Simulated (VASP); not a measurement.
A run of VASP 6.6.1 is set up as follows.

File INCAR:

```
ALGO     = Normal         # electronic algorithm
EDIFF    = 1E-6           # SCF threshold, eV
ENCUT    = 520            # plane-wave cutoff, eV
GGA      = PE             # functional
ISIF     = 2              # what is computed and relaxed
ISMEAR   = 0              # smearing method
LASPH    = T              # aspherical terms in the spheres
LCHARG   = T              # write CHGCAR
LELF     = T              # ELF
LREAL    = F              # projectors in reciprocal space
LVHAR    = T            
LWAVE    = F              # write WAVECAR
NBANDS   = 18             # bands
NELM     = 80             # most SCF steps
PREC     = Accurate       # precision mode
SIGMA    = 0.15           # smearing width, eV
```

KPOINTS

```
k-points
0
Gamma
  12 12 12
```

File POSCAR:

```
BiTe
1.0
    2.4832754671      1.4337197594      3.3172919545
   -2.4832754671      1.4337197594      3.3172919545
    0.0000000000     -2.8674395188      3.3172919545
Bi Te
1 1
Direct
    0.5000000000      0.5000000000      0.5000000000
    0.0000000000      0.0000000000      0.0000000000
```

Potentials or basis: VASP PAW PBE potentials, release 64 (Bi_d, Te).

Run with:

```console
$ cat potpaw_PBE.64/Bi_d/POTCAR potpaw_PBE.64/Te/POTCAR > POTCAR
$ mpirun -np 1 vasp_std > vasp.out
```

What does it give for the pressure?

-2.4 GPa.

Stress tensor (GPa, compression positive):
```
-2.82  0.00  0.00
 0.00 -2.82  0.00
 0.00  0.00 -1.59
```

Caveat: the cell differs from its parent crystal (strain +0.025 along x and y, +0.000 along z).
